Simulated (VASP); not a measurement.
Set up this calculation in VASP 6.6.1, as the native input.

```
Task                   : single point
Functional             : PBE
Potentials or basis    : VASP PAW PBE potentials, release 64 (Na_pv, H)
Cutoff                 : 500 eV
k mesh                 : 6 × 6 × 6
Occupations            : gaussian, width 0.2 eV
Spin                   : no spin polarisation
Dipole correction      : no
Further INCAR settings : ALGO = Normal; EDIFF = 1e-06; NBANDS = 11
```

The structure of NaH lies in POSCAR:

```
NaH
1.0
    0.0000000000      2.3975116427      2.3975116427
    2.3975116427      0.0000000000      2.3975116427
    2.3975116427      2.3975116427      0.0000000000
Na H
1 1
Direct
    0.0000000000      0.0000000000      0.0000000000
    0.5000000000      0.5000000000      0.5000000000
```

These files were run (other wordings do the same):

INCAR

```
SYSTEM = NaH
ALGO = Normal
EDIFF = 1E-6
ENCUT = 500
GGA = PE
GGA_COMPAT = .False.
ISIF = 2
ISMEAR = 0
LASPH = .True.
LCHARG = .False.
LREAL = .False.
LWAVE = .False.
NBANDS = 11
NELM = 120
PREC = Accurate
SIGMA = 0.2
```

KPOINTS

```
k-points
0
Gamma
  6 6 6
  0 0 0
```

Potentials or basis: VASP PAW PBE potentials, release 64 (Na_pv, H).

Run with:

```sh
$ cat potpaw_PBE.64/Na_pv/POTCAR potpaw_PBE.64/H/POTCAR > POTCAR
$ mpirun -np 1 vasp_std > vasp.out
```

Results of the run:

| Property | Result |
| --- | --- |
| Pressure | 0.5 GPa |
| Band gap on the k mesh | 3.85 eV, indirect (least direct gap 4.67 eV) |

Run time: 12 s on 1 thread of Intel Xeon 8259CL, on a shared host, peak memory 0.14 GiB.
